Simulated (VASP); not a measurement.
Here is a VASP 6.6.1 calculation.

File POSCAR:

```
C
1.0
    0.0000000000      1.7951807415      1.7951807415
    1.7951807415      0.0000000000      1.7951807415
    1.7951807415      1.7951807415      0.0000000000
C
2
Direct
    0.7500000000      0.7500000000      0.7500000000
    0.5000000000      0.5000000000      0.5000000000
```

File INCAR.step1:

```
ALGO     = Normal         # electronic algorithm
EDIFF    = 1E-5           # SCF threshold, eV
ENCUT    = 520            # plane-wave cutoff, eV
GGA      = PE             # functional
ISIF     = 2              # what is computed and relaxed
ISMEAR   = -1             # smearing method
LASPH    = True           # aspherical terms in the spheres
LCHARG   = False          # write CHGCAR
LREAL    = False          # projectors in reciprocal space
LWAVE    = True           # write WAVECAR
NBANDS   = 11             # bands
NELM     = 100            # most SCF steps
PREC     = Accurate       # precision mode
SIGMA    = 0.05           # smearing width, eV
```

INCAR.step2

```
AEXX     = 0.25           # exact-exchange fraction
ALGO     = Normal         # electronic algorithm
EDIFF    = 1E-6           # SCF threshold, eV
ENCUT    = 520            # plane-wave cutoff, eV
GGA      = PS             # functional
HFSCREEN = 0.207          # screening, 1/A
ISIF     = 2              # what is computed and relaxed
ISMEAR   = -1             # smearing method
ISTART   = 1            
LASPH    = True           # aspherical terms in the spheres
LCHARG   = False          # write CHGCAR
LHFCALC  = True           # exact exchange
LREAL    = False          # projectors in reciprocal space
LWAVE    = False          # write WAVECAR
NBANDS   = 11             # bands
NELM     = 100            # most SCF steps
PREC     = Accurate       # precision mode
PRECFOCK = Normal       
SIGMA    = 0.05           # smearing width, eV
```

KPOINTS

```
k-points
0
Gamma
  7 7 7
```

Potentials or basis: VASP PAW PBE potentials, release 64 (C).

Launch:

```sh
$ cat potpaw_PBE.64/C/POTCAR > POTCAR
$ cp INCAR.step1 INCAR
$ mpirun -np 1 vasp_std > vasp.out
$ cp INCAR.step2 INCAR
$ mpirun -np 1 vasp_std > vasp.out
```

Question: Estimate the pressure.

Answer: -19.8 GPa.

Question: What does it give for the band gap on the k mesh?

Answer: 5.28 eV (least direct gap 6.88 eV).

Caveat: the k points lie up to 0.43 Å⁻¹ apart; the PAW data sets were made with another functional, which shifts forces and pressure a little; an odd mesh through Γ misses points on the zone boundary, where band edges can lie.
